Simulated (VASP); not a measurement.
Write the native input for VASP 6.6.1 that does the following.

| Quantity | Value |
| --- | --- |
| Task | single point |
| Functional | r2SCAN |
| Potentials or basis | VASP PAW PBE potentials, release 64 (Zn) |
| Cutoff | 520 eV |
| k mesh | 13 × 13 × 13 |
| Occupations | methfessel-paxton, width 0.3 eV |
| Spin | no spin polarisation |
| Dipole correction | no |
| Further INCAR settings | ALGO = Normal; EDIFF = 1e-07; NBANDS = 12 |

Crystal: Zn.

```
Zn
1.0
     0.00000    1.97130    1.97130
     1.97130    0.00000    1.97130
     1.97130    1.97130    0.00000
Zn
1
Direct
  0.00000 0.00000 0.00000
```

The input as run:

POSCAR

```
Zn
1.0
    0.0000000000      1.9713035430      1.9713035430
    1.9713035430      0.0000000000      1.9713035430
    1.9713035430      1.9713035430      0.0000000000
Zn
1
Direct
    0.0000000000      0.0000000000      0.0000000000
```

INCAR.step1

```
PREC = Accurate ; ENCUT = 520
ISMEAR = 1 ; SIGMA = 0.3
LREAL = F ; LASPH = T
NELM = 60 ; NBANDS = 12
GGA = PE ; ALGO = Normal
EDIFF = 1E-4 ; LWAVE = T
LCHARG = F
```

INCAR.step2

```
PREC = Accurate ; ENCUT = 520
EDIFF = 1E-7 ; ISMEAR = 1
SIGMA = 0.3 ; LREAL = F
LASPH = T ; NELM = 60
ALGO = Normal ; ISIF = 2
LWAVE = F ; LCHARG = F
METAGGA = R2SCAN ; LMIXTAU = T
NBANDS = 12 ; ISTART = 1
```

KPOINTS

```
Automatic mesh
0
Gamma
  13 13 13
```

Potentials or basis: VASP PAW PBE potentials, release 64 (Zn).

Launch:

```console
$ cat potpaw_PBE.64/Zn/POTCAR > POTCAR
$ cp INCAR.step1 INCAR
$ mpirun -np 1 vasp_std > vasp.out
$ cp INCAR.step2 INCAR
$ mpirun -np 1 vasp_std > vasp.out
```

Results of the run:

```json
{"Pressure": "-4.8 GPa", "Band gap on the k mesh": "zero (band 6 reaches 3.99 eV, above the bottom of band 7 at 1.72 eV)"}
```

Caveat: the PAW data sets were made with another functional, which shifts forces and pressure a little.

Run time: 27 s on 1 thread of Intel(R) Xeon(R) 6975P-C (Granite Rapids), with other jobs on the host, peak memory 0.14 GiB.
